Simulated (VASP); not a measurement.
# AlFe2 (P6/mmm) in VASP: further runs, part 2 of 2

VASP 6.6.1. The steps go on from the part before.

## Step 3: Single point, LDA, collinear spin, ferromagnetic start

This run uses another cell than the first one, of 12.09 Å³/atom.

File INCAR:

```
PREC = Accurate ; ENCUT = 520
EDIFF = 1E-7 ; ISMEAR = 1
SIGMA = 0.1 ; LREAL = F
LASPH = T ; NELM = 150
ALGO = Normal ; ISIF = 2
LWAVE = F ; LCHARG = F
ISPIN = 2 ; MAGMOM = 0 3.5 3.5
LORBIT = 11 ; LMAXMIX = 4
NBANDS = 20
```

File KPOINTS:

```
regular mesh
0
Gamma
  7 7 9
```

File POSCAR:

```
AlFe2
1.0
    4.0790378251      0.0000000000      0.0000000000
   -2.0395189126      3.5325508781      0.0000000000
    0.0000000000      0.0000000000      2.5177085554
Al Fe
1 2
Direct
    0.0000000000      0.0000000000      0.0000000000
    0.3333333333      0.6666666667      0.5000000000
    0.6666666667      0.3333333333      0.5000000000
```

Potentials or basis: VASP PAW LDA potentials, release 64 (Al, Fe).

Launch:

```console
$ cat potpaw_LDA.64/Al/POTCAR potpaw_LDA.64/Fe/POTCAR > POTCAR
$ mpirun -np 1 vasp_std > vasp.out
```

OUTCAR:

```text
PREC = Accurate
   ENCUT = 520
   EDIFF = 1E-7
   ISMEAR = 1
   LREAL = F
   LASPH = T
   NELM = 150
   ISIF = 2
   ISPIN = 2
   LORBIT = 11

 ion  position               nearest neighbor table
   1  0.000  0.000  0.000-   2 2.67   3 2.67   2 2.67   3 2.67   3 2.67   3 2.67   2 2.67   2 2.67
                             3 2.67   3 2.67   2 2.67   2 2.67
   2  0.333  0.667  0.500-   3 2.36   3 2.36   3 2.36   1 2.67   1 2.67   1 2.67   1 2.67   1 2.67
                             1 2.67
   3  0.667  0.333  0.500-   2 2.36   2 2.36   2 2.36   1 2.67   1 2.67   1 2.67   1 2.67   1 2.67
                             1 2.67

  LATTYP: Found a hexagonal cell.
 ALAT       =     4.0790378251
 C/A-ratio  =     0.6172309901

  Lattice vectors:

 A1 = (   4.0790378251,   0.0000000000,   0.0000000000)
 A2 = (  -2.0395189126,   3.5325508781,   0.0000000000)
 A3 = (   0.0000000000,   0.0000000000,   2.5177085554)

Analysis of symmetry for initial positions (statically):
=====================================================================
[... 1308 lines left out ...]

  FORCE on cell =-STRESS in cart. coord.  units (eV):
  Direction    XX          YY          ZZ          XY          YZ          ZX
  --------------------------------------------------------------------------------------
  -------------------------------------------------------------------------------------
  Total       -3.7358173     -3.7358183     -0.9548603      0.0000000     -0.0000000      0.0000000
  in kB     -164.9850507   -164.9850973    -42.1695364      0.0000000     -0.0000000      0.0000000
  external PRESSURE =    -124.0465615 kB  Pullay stress =       0.0000000 kB

 VOLUME and BASIS-vectors are now :
 -----------------------------------------------------------------------------
  energy-cutoff  :      520.00
  volume of cell :       36.28
      direct lattice vectors                 reciprocal lattice vectors
     4.079037825  0.000000000  0.000000000     0.245155854  0.141540778  0.000000000
    -2.039518913  3.532550878  0.000000000     0.000000000  0.283081556  0.000000000
     0.000000000  0.000000000  2.517708555     0.000000000  0.000000000  0.397186560

 POSITION                                       TOTAL-FORCE (eV/Angst)
 -----------------------------------------------------------------------------------
      0.00000      0.00000      0.00000        -0.000000      0.000000      0.000000
     -0.00000      2.35503      1.25885         0.000000     -0.000000      0.000000
      2.03952      1.17752      1.25885         0.000000      0.000000     -0.000000
 -----------------------------------------------------------------------------------
    total drift:                               -0.000000      0.000000      0.000000

  FREE ENERGIE OF THE ION-ELECTRON SYSTEM (eV)
  ---------------------------------------------------
  free  energy   TOTEN  =       -23.0220841289 eV

  energy  without entropy=      -23.0213292880  energy(sigma->0) =      -23.02183252

 total charge

# of ion       s       p       d       tot
------------------------------------------
    1        0.395   0.431   0.000   0.825
    2        0.478   0.507   6.369   7.354
    3        0.478   0.507   6.369   7.354
--------------------------------------------------
tot          1.351   1.444  12.737  15.533

 magnetization (x)

# of ion       s       p       d       tot
------------------------------------------
    1       -0.009  -0.020   0.000  -0.029
    2        0.003   0.009   1.559   1.571
    3        0.003   0.009   1.559   1.571
--------------------------------------------------
tot         -0.002  -0.002   3.118   3.114
```

Wall time 53 s (1 thread of Intel Xeon Platinum 8259CL at 2.50GHz (Skylake/Cascade Lake), shared host); peak memory 0.17 GiB.

What came out:

```yaml
Free_energy: -23.0221 eV
Pressure: -12.4 GPa
Net_moment: 3.16 μB per cell
Site_moments: Al -0.03; Fe +1.57 μB
Valence_electrons_inside_the_program's_atomic_spheres: Al 0.82; Fe 7.35
```

Stress tensor (GPa, compression positive):
```
-16.50   0.00   0.00
  0.00 -16.50   0.00
  0.00   0.00  -4.22
```

Levels at points of the mesh, in eV from the Fermi level:
Spin up:
| k point | band 9 | band 10 | band 11 | band 12 | band 13 | band 14 |
| --- | --- | --- | --- | --- | --- | --- |
| (0.00, 0.00, 0.00) | -1.47 | -0.60 | -0.60 | 3.11 | 3.11 | 3.21 |
Spin down:
```
           k point  band 6  band 7  band 8  band 9  band 10  band 11
(0.00, 0.00, 0.00)   -1.42   -1.42    0.22    0.22     1.18     1.18
```

Caveat: the stress differs along the axes, from -16 to -4 GPa.

## Step 4: Single point, LDA, collinear spin, ferromagnetic start

This run uses another cell than the first one, of 12.60 Å³/atom.

File INCAR:

```
PREC     = Accurate       # precision mode
ENCUT    = 520            # plane-wave cutoff, eV
EDIFF    = 1E-6           # SCF threshold, eV
ISMEAR   = 1              # smearing method
SIGMA    = 0.1            # smearing width, eV
LREAL    = False          # projectors in reciprocal space
LASPH    = True           # aspherical terms in the spheres
NELM     = 150            # most SCF steps
ALGO     = Normal         # electronic algorithm
ISIF     = 2              # what is computed and relaxed
LWAVE    = False          # write WAVECAR
LCHARG   = False          # write CHGCAR
ISPIN    = 2              # spin polarisation
MAGMOM   = 0 3.5 3.5      # initial moments
LORBIT   = 11             # projections on sites
LMAXMIX  = 4              # l up to which the mixer works
GGA      = CA             # functional
NBANDS   = 20             # bands
```

KPOINTS is that of step 3.

File POSCAR:

```
AlFe2
1.0
    4.1349220000      0.0000000000      0.0000000000
   -2.0674610000      3.5809480000      0.0000000000
    0.0000000000      0.0000000000      2.5522020000
Al Fe
1 2
Direct
    0.0000000000      0.0000000000      0.0000000000
    0.3333333333      0.6666666667      0.5000000000
    0.6666666667      0.3333333333      0.5000000000
```

Launch:

```console
$ cat potpaw_LDA.64/Al/POTCAR potpaw_LDA.64/Fe/POTCAR > POTCAR
$ mpirun -np 1 vasp_std > vasp.out
```

It took 41 s on 1 thread of Intel Xeon Platinum 8259CL at 2.50GHz (Skylake/Cascade Lake), shared host; peak memory 0.17 GiB.

The run converged. Its results:

| Quantity | Value |
| --- | --- |
| Free energy | -22.8922 eV |
| Pressure | -14.3 GPa |
| Net moment | 3.99 μB per cell |
| Site moments | Al -0.04; Fe +1.99 μB |
| Valence electrons inside the program's atomic spheres | Al 0.81; Fe 7.27 |

Stress tensor (GPa, compression positive):
```
-15.70   0.00   0.00
  0.00 -15.70   0.00
  0.00   0.00 -11.62
```

Levels at points of the mesh, in eV from the Fermi level:
Spin up:
```
           k point  band 9  band 10  band 11  band 12  band 13  band 14
(0.00, 0.00, 0.00)   -1.69    -0.88    -0.88     2.91     2.93     2.93
```
Spin down:
```
           k point  band 4  band 5  band 6  band 7  band 8  band 9  band 10  band 11
(0.00, 0.00, 0.00)   -2.50   -1.43   -1.17   -1.17    0.36    0.36     1.28     1.28
```

Caveat: the cell stands under tension.

## Step 5: The runs side by side

| cell | gap on the mesh (eV) | pressure (GPa) | moment (μB) |
| --- | --- | --- | --- |
| a = 4.022, b = 4.022, c = 2.482 Å, angles 90.0, 90.0, 120.0°, 3 atoms | none | -5.7 | 2.96 |
| a = 4.079, b = 4.079, c = 2.518 Å, angles 90.0, 90.0, 120.0°, 3 atoms | none | -12.4 | 3.16 |
| a = 4.135, b = 4.135, c = 2.552 Å, angles 90.0, 90.0, 120.0°, 3 atoms | none | -14.3 | 3.99 |

Alike in all rows: task single point; level LDA; potentials or basis VASP PAW LDA potentials, release 64 (Al, Fe); spin collinear, ferromagnetic start; k mesh 7 × 7 × 9; cutoff (eV) 520; smearing methfessel-paxton 0.1 eV.

Caveats: the stress differs along the axes, from -11 to 4 GPa (at least some runs); the stress differs along the axes, from -16 to -4 GPa (at least some runs); the cell stands under tension (at least some runs).

Total energies depend on the potentials used, so only differences within one code and one set of settings carry meaning.
